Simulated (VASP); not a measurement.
A run of VASP 6.6.1 is set up as follows.

INCAR

```
SYSTEM = SnO
PREC     = Accurate       ! precision mode
ENCUT    = 600            ! plane-wave cutoff, eV
EDIFF    = 1E-6           ! SCF threshold, eV
ISMEAR   = 0              ! smearing method
SIGMA    = 0.01           ! smearing width, eV
LREAL    = .False.        ! projectors in reciprocal space
LASPH    = .True.         ! aspherical terms in the spheres
NELM     = 120            ! most SCF steps
ALGO     = Normal         ! electronic algorithm
ISIF     = 2              ! what is computed and relaxed
LWAVE    = .False.        ! write WAVECAR
LCHARG   = .False.        ! write CHGCAR
GGA      = LIBXC          ! functional
LIBXC1   = GGA_X_PBE    
LIBXC2   = LDA_C_PW     
NBANDS   = 28             ! bands
GGA_COMPAT= .False.
```

The input KPOINTS:

```
Automatic mesh
0
Gamma
  5 5 4
  0 0 0
```

The input POSCAR:

```
SnO
1.0
    3.8608832010      0.0000000000      0.0000000000
    0.0000000000      3.8608832010      0.0000000000
    0.0000000000      0.0000000000      4.9201714841
Sn O
2 2
Direct
    0.5000000000      0.0000000000      0.2369000000
    0.0000000000      0.5000000000      0.7631000000
    0.0000000000      0.0000000000      0.0000000000
    0.5000000000      0.5000000000      0.0000000000
```

Potentials or basis: VASP PAW PBE potentials, release 64 (Sn_d, O).

The run is started by

```sh
$ cat potpaw_PBE.64/Sn_d/POTCAR potpaw_PBE.64/O/POTCAR > POTCAR
$ mpirun -np 1 vasp_std > vasp.out
```

Task: Predict the band gap on the k mesh.

Result: 0.93 eV (least direct gap 2.27 eV).

Task: Estimate the pressure.

Result: 7.1 GPa.

Forces in eV/Å, atoms in the order of the input:
```
Sn   0.000  0.000  0.204
Sn   0.000  0.000 -0.204
O    0.000  0.000  0.000
O    0.000  0.000  0.000
```

Caveat: the cell stands under pressure; the PAW data sets were made with another functional, which shifts forces and pressure a little; spin-orbit coupling is left out, which moves the levels of the heavy elements; an odd mesh through Γ misses points on the zone boundary, where band edges can lie.
